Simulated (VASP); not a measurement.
# Al (Fm-3m) in VASP: a series of runs

The runs below take Al through single point, relaxation of cell and atoms, with PBE.

Everything below comes from runs of VASP 6.6.1. Logs are shortened: lines on timing, memory, paths and dates and some standing lists are left out, and cuts for length are marked.

**1. The cell of the first run**

It takes space group Fm-3m (No. 225, cubic). The conventional cell has a = 4.040 Å, b = 4.040 Å, c = 4.040 Å, α = 90.00°, β = 90.00°, γ = 90.00°. Within 3.8 Å of Al (site symmetry m-3m) lie 12 Al at 2.86 Å.

**2. Single point, PBE**

Input file INCAR:

```
SYSTEM = Al
PREC = Accurate ; ENCUT = 520
EDIFF = 1E-7 ; ISMEAR = 0
SIGMA = 0.1 ; LREAL = .False.
LASPH = .True. ; NELM = 60
ALGO = Normal ; ISIF = 2
LWAVE = .False. ; LCHARG = .False.
GGA = PE ; NBANDS = 8
```

Input file KPOINTS:

```
Automatic mesh
0
Gamma
  16 16 16
  0 0 0
```

Input file POSCAR:

```
Al
1.0
    0.0000000000      2.0201163237      2.0201163237
    2.0201163237      0.0000000000      2.0201163237
    2.0201163237      2.0201163237      0.0000000000
Al
1
Direct
    0.0000000000      0.0000000000      0.0000000000
```

Potentials or basis: VASP PAW PBE potentials, release 64 (Al).

Run with:

```
cat potpaw_PBE.64/Al/POTCAR > POTCAR
mpirun -np 1 vasp_std > vasp.out
```

OUTCAR:

```text
SYSTEM = Al
   PREC = Accurate
   ENCUT = 520
   EDIFF = 1E-7
   ISMEAR = 0
   LREAL = .False.
   LASPH = .True.
   NELM = 60
   ISIF = 2
   GGA = PE

 ion  position               nearest neighbor table
   1  0.000  0.000  0.000-

  LATTYP: Found a face centered cubic cell.
 ALAT       =     4.0402326474

  Lattice vectors:

 A1 = (   0.0000000000,   2.0201163237,   2.0201163237)
 A2 = (   2.0201163237,   0.0000000000,   2.0201163237)
 A3 = (   2.0201163237,   2.0201163237,   0.0000000000)

Analysis of symmetry for initial positions (statically):
=====================================================================
 Subroutine PRICEL returns:
 Original cell was already a primitive cell.

 Routine SETGRP: Setting up the symmetry group for a
 face centered cubic supercell.

 Subroutine GETGRP returns: Found 48 space group operations
 (whereof 48 operations were pure point group operations)
 out of a pool of 48 trial point group operations.

The static configuration has the point symmetry O_h .

Analysis of symmetry for dynamics (positions and initial velocities):
=====================================================================
 Subroutine PRICEL returns:
 Original cell was already a primitive cell.

 Routine SETGRP: Setting up the symmetry group for a
 face centered cubic supercell.

 Subroutine GETGRP returns: Found 48 space group operations
 (whereof 48 operations were pure point group operations)
 out of a pool of 48 trial point group operations.

The dynamic configuration has the point symmetry O_h .

 Subroutine INISYM returns: Found 48 space group operations
 (whereof 48 operations are pure point group operations),
 and found     1 'primitive' translations

----------------------------------------------------------------------------------------

                                     Primitive cell

  volume of cell :      16.4877

  direct lattice vectors                    reciprocal lattice vectors
     0.000000000  2.020116324  2.020116324    -0.247510499  0.247510499  0.247510499
     2.020116324  0.000000000  2.020116324     0.247510499 -0.247510499  0.247510499
     2.020116324  2.020116324  0.000000000     0.247510499  0.247510499 -0.247510499

  length of vectors
     2.856875903  2.856875903  2.856875903     0.428700760  0.428700760  0.428700760

  position of ions in fractional coordinates (direct lattice)
     0.000000000  0.000000000  0.000000000

  ion indices of the primitive-cell ions
   primitive index   ion index
                 1           1

----------------------------------------------------------------------------------------

 KPOINTS: Automatic mesh

Automatic generation of k-mesh.
 Grid dimensions read from file:
 generate k-points for:   16   16   16

 Generating k-lattice:

  Cartesian coordinates                     Fractional coordinates (reciprocal lattice)
    -0.015469406  0.015469406  0.015469406     0.062500000  0.000000000  0.000000000
     0.015469406 -0.015469406  0.015469406     0.000000000  0.062500000  0.000000000
     0.015469406  0.015469406 -0.015469406     0.000000000  0.000000000  0.062500000

  Length of vectors
     0.026793798  0.026793798  0.026793798

  Shift w.r.t. Gamma in fractional coordinates (k-lattice)
     0.000000000  0.000000000  0.000000000

 Subroutine IBZKPT returns following result:
 ===========================================

 Found    145 irreducible k-points:

 Following reciprocal coordinates:
            Coordinates               Weight
  0.000000  0.000000  0.000000      1.000000
  0.062500  0.000000  0.000000      8.000000
  0.125000  0.000000  0.000000      8.000000
  0.187500  0.000000  0.000000      8.000000
  0.250000  0.000000  0.000000      8.000000
  0.312500  0.000000  0.000000      8.000000
[... 16 lines left out ...]
 -0.125000  0.062500  0.000000     24.000000
 -0.062500  0.062500  0.000000     12.000000
 [... further k-points ...]
   k-points           NKPTS =    145   k-points in BZ     NKDIM =    145   number of bands    NBANDS=      8
   number of dos      NEDOS =    301   number of ions     NIONS =      1
   total plane-waves  NPLWV =  13824
   dimension x,y,z NGX =    24 NGY =   24 NGZ =   24
   dimension x,y,z NGXF=    48 NGYF=   48 NGZF=   48
   ions per type =               1
   NGX,Y,Z   is equivalent  to a cutoff of  13.97, 13.97, 13.97 a.u.
   NGXF,Y,Z  is equivalent  to a cutoff of  27.93, 27.93, 27.93 a.u.
 SYSTEM =  Al
   PREC   = accura    normal or accurate (medium, high low for compatibility)
   ISTART =      0    job   : 0-new  1-cont  2-samecut
   ICHARG =      2    charge: 1-file 2-atom 10-const
   ISPIN  =      1    spin polarized calculation?
   LNONCOLLINEAR =      F non collinear calculations
   LSORBIT =      F    spin-orbit coupling
   LASPH  =      T    aspherical Exc in radial PAW
   ENCUT  =  520.0 eV  38.22 Ry    6.18 a.u.   5.31  5.31  5.31*2*pi/ulx,y,z
   NELM   =     60;   NELMIN=  2; NELMDL= -5     # of ELM steps
   EDIFF  = 0.1E-06   stopping-criterion for ELM
   LREAL  =      F    real-space projection
   EDIFFG = 0.1E-05   stopping-criterion for IOM
   NSW    =      0    number of steps for IOM
   IBRION =     -1    ionic relax: 0-MD 1-quasi-New 2-CG
   NFREE  =      0    steps in history (QN), initial steepest desc. (CG)
   ISIF   =      2    stress and relaxation
   ISYM   =      2    0-nonsym 1-usesym 2-fastsym
   POTIM  = 0.5000    time-step for ionic-motion
   TEBEG  =    0.0;   TEEND  =   0.0 temperature during run
   PSTRESS=    0.0 pullay stress
   NELECT =       3.0000    total number of electrons
   NUPDOWN=      -1.0000    fix difference up-down
   EMIN   =  10.00;   EMAX   =-10.00  energy-range for DOS
   EFERMI =   0.00;   METHOD = LEGACY
   ISMEAR =     0;   SIGMA  =   0.10  broadening in eV -4-tet -1-fermi 0-gaus
   EFERMI_NEDOS =   21; number of points for ismear=-14 and -15
   IALGO  =     38    algorithm
   IMIX   =      4    mixing-type and parameters
     AMIX     =   0.40;   BMIX     =  1.00
     AMIX_MAG =   1.60;   BMIX_MAG =  1.00
  volume/ion in A,a.u.               =      16.49       111.26
  Fermi-wavevector in a.u.,A,eV,Ry     =   0.927674  1.753050 11.708897  0.860580
  Thomas-Fermi vector in A             =   2.053769
   LORBIT       =      0    0 simple, 1 ext, 2 COOP (PROOUT), +10 PAW based schemes
   GGA     = PE    functional components
   LHFCALC =     F    Hartree Fock is set to
   AEXX    =    0.0000 exact exchange contribution
   IVDW    =     0    specifies the selected vdW correction
   LEPSILON=     F    determine dielectric tensor
   LRPA    =     F    only Hartree local field effects (RPA)
 non-spin polarized calculation
 Gauss-broadening in eV      SIGMA  =   0.10
  energy-cutoff  :      520.00
  volume of cell :       16.49
 maximum number of plane-waves:       459
 NGX is ok and might be reduce to    24
   NGX = 11   NGY = 11   NGZ = 11

 number of electron       3.0000000 magnetization

 Free energy of the ion-electron system (eV)
  ---------------------------------------------------
  ext. energy  EPLUGINS =         0.00000000
  ---------------------------------------------------
  free energy    TOTEN  =        -3.75216191 eV

  energy without entropy =       -3.75095344  energy(sigma->0) =       -3.75155768

 E-fermi :   8.0471     XC(G=0): -10.1994

 val. band max:        8.0111174114   @ k =  -0.2500   0.3125   0.1250
 cond. band min:       8.1260233807   @ k =   0.4375   0.4375   0.0000
 fundamental gap:      0.1149059693
 Fermi energy:         8.0471492830

 k-point     1 :       0.0000    0.0000    0.0000
  band No.  band energies     occupation
      1      -3.1318      2.00000
      2      20.6311      0.00000
      3      20.6311      0.00000
      4      20.6311      0.00000
      5      22.1286      0.00000
      6      22.1286      0.00000
      7      22.1286      0.00000
      8      24.4788      0.00000

 k-point     2 :       0.0625    0.0000    0.0000
  band No.  band energies     occupation
      1      -3.0256      2.00000
      2      18.8444      0.00000
      3      20.2570      0.00000
      4      20.2570      0.00000
      5      22.6677      0.00000
      6      22.6677      0.00000
      7      22.7397      0.00000
      8      25.5794      0.00000

 k-point     3 :       0.1250    0.0000    0.0000
  band No.  band energies     occupation
      1      -2.7073      2.00000
      2      16.3268      0.00000
      3      19.6876      0.00000
      4      19.6876      0.00000
      5      22.7324      0.00000
      6      23.6713      0.00000
      7      23.6713      0.00000
      8      25.6795      0.00000

 k-point     4 :       0.1875    0.0000    0.0000
  band No.  band energies     occupation
      1      -2.1785      2.00000
      2      13.8306      0.00000
      3      19.2253      0.00000
      4      19.2253      0.00000
      5      22.5336      0.00000
      6      23.8537      0.00000
      7      23.8537      0.00000
      8      25.5168      0.00000

 k-point     5 :       0.2500    0.0000    0.0000
  band No.  band energies     occupation
      1      -1.4414      2.00000
      2      11.4486      0.00000
      3      18.9211      0.00000
      4      18.9211      0.00000
      5      22.3701      0.00000
      6      22.7724      0.00000
      7      22.7724      0.00000
      8      26.7782      0.00000
[... 177 lines left out ...]
 k-point    22 :      -0.1875    0.0625    0.0000
  band No.  band energies     occupation
      1      -1.8621      2.00000
      2      13.0857      0.00000
      3      17.2168      0.00000
      4      20.4415      0.00000
      5      22.3803      0.00000
      6      23.1455      0.00000
      7      23.9560      0.00000
      8      24.7178      0.00000

 k-point    23 :      -0.1250    0.0625    0.0000
  band No.  band energies     occupation
      1      -2.4603      2.00000
      2      15.5103      0.00000
      3      17.6823      0.00000
      4      20.7780      0.00000
      5      22.8967      0.00000
      6      23.2716      0.00000
      7      24.2131      0.00000
      8      24.7122      0.00000

 k-point    24 :      -0.0625    0.0625    0.0000
  band No.  band energies     occupation
      1      -2.8487      2.00000
      2      17.7715      0.00000
      3      18.5145      0.00000
      4      20.9066      0.00000
      5      22.3028      0.00000
      6      23.1590      0.00000
      7      23.7929      0.00000
      8      25.4767      0.00000

 [... further k-points ...]
[... 5 lines left out ...]
  --------------------------------------------------------------------------------------
  -------------------------------------------------------------------------------------
  Total       -0.0046892     -0.0046892     -0.0046892     -0.0000000      0.0000000     -0.0000000
  in kB       -0.4556668     -0.4556668     -0.4556668     -0.0000000      0.0000000     -0.0000000
  external PRESSURE =      -0.4556668 kB  Pullay stress =       0.0000000 kB

 VOLUME and BASIS-vectors are now :
 -----------------------------------------------------------------------------
  energy-cutoff  :      520.00
  volume of cell :       16.49
      direct lattice vectors                 reciprocal lattice vectors
     0.000000000  2.020116324  2.020116324    -0.247510499  0.247510499  0.247510499
     2.020116324  0.000000000  2.020116324     0.247510499 -0.247510499  0.247510499
     2.020116324  2.020116324  0.000000000     0.247510499  0.247510499 -0.247510499

 POSITION                                       TOTAL-FORCE (eV/Angst)
 -----------------------------------------------------------------------------------
      0.00000      0.00000      0.00000         0.000000      0.000000      0.000000
 -----------------------------------------------------------------------------------
    total drift:                               -0.000000      0.000000      0.000000

  FREE ENERGIE OF THE ION-ELECTRON SYSTEM (eV)
  ---------------------------------------------------
  free  energy   TOTEN  =        -3.7521619149 eV

  energy  without entropy=       -3.7509534380  energy(sigma->0) =       -3.75155768
```

Wall time 7.6 s (1 thread of Intel Xeon Platinum 8559C (Emerald Rapids), shared host); peak memory 0.13 GiB.

What came out:

```yaml
Free_energy: -3.7522 eV
Pressure: 0.0 GPa
```

Levels at points of the mesh, in eV from the Fermi level:
```
           k point  band 1  band 2  band 3  band 4
(0.00, 0.00, 0.00)  -11.18   12.58   12.58   12.58
(0.50, 0.00, 0.00)   -4.64   -4.42   11.38   11.38
(0.50, 0.50, 0.00)   -2.96   -1.64    5.22    5.56
```

**3. Relaxation of cell and atoms, PBE**

This run uses another cell than the first one, of 16.61 Å³/atom, 1.007 times its volume.

Input file INCAR:

```
SYSTEM = Al
PREC = Accurate ; ENCUT = 600
EDIFF = 1E-7 ; ISMEAR = 0
SIGMA = 0.1 ; LREAL = .False.
LASPH = .True. ; NELM = 100
ALGO = Normal ; ISIF = 3
LWAVE = .False. ; LCHARG = .False.
GGA = PE ; IBRION = 2
NSW = 60 ; EDIFFG = -0.005
```

KPOINTS is that of step 2.

Input file POSCAR:

```
Al
1.0
    0.0000000000      2.0250000000      2.0250000000
    2.0250000000      0.0000000000      2.0250000000
    2.0250000000      2.0250000000      0.0000000000
Al
1
Direct
    0.0000000000      0.0000000000      0.0000000000
```

Potentials or basis: VASP PAW PBE potentials, release 64 (Al).

Run with:

```
cat potpaw_PBE.64/Al/POTCAR > POTCAR
mpirun -np 1 vasp_std > vasp.out
```

Run time: 11 s. Hardware: 1 thread of Intel Xeon Platinum 8559C (Emerald Rapids), shared host; peak memory 0.14 GiB.

Results (log left out):

* Free energy: -3.7522 eV
* Relaxed volume: 16.48 Å³/atom
* Relaxed cell: a = 2.856 Å, b = 2.856 Å, c = 2.856 Å, α = 60.00°, β = 60.00°, γ = 60.00°
* Space group after relaxing (to 0.05 Å): Fm-3m (No. 225)
* Energy gained by relaxing: 0.2 meV/atom
* Ionic steps: 3
* Pressure after relaxing: 0.0 GPa

Step by step:
```csv
step,energy change (eV),largest force (eV/Å),pressure (GPa),volume (Å³)
1,0.0000,0.0000,-0.60,16.61
2,-0.0002,0.0000,0.10,16.46
3,-0.0002,0.0000,0.00,16.48
```

Final structure:
```xyz
1
Lattice="0.0000 2.0197 2.0197 2.0197 0.0000 2.0197 2.0197 2.0197 0.0000" Properties=species:S:1:pos:R:3 pbc="T T T"
Al    0.0000    0.0000    0.0000
```

Levels at points of the mesh, in eV from the Fermi level:
```tsv
k point	band 1	band 2	band 3	band 4	band 5
(0.00, 0.00, 0.00)	-11.18	12.59	12.59	12.59	14.09
(0.50, 0.00, 0.00)	-4.64	-4.42	11.38	11.38	11.43
(0.50, 0.50, 0.00)	-2.97	-1.64	5.22	5.56	5.56
```
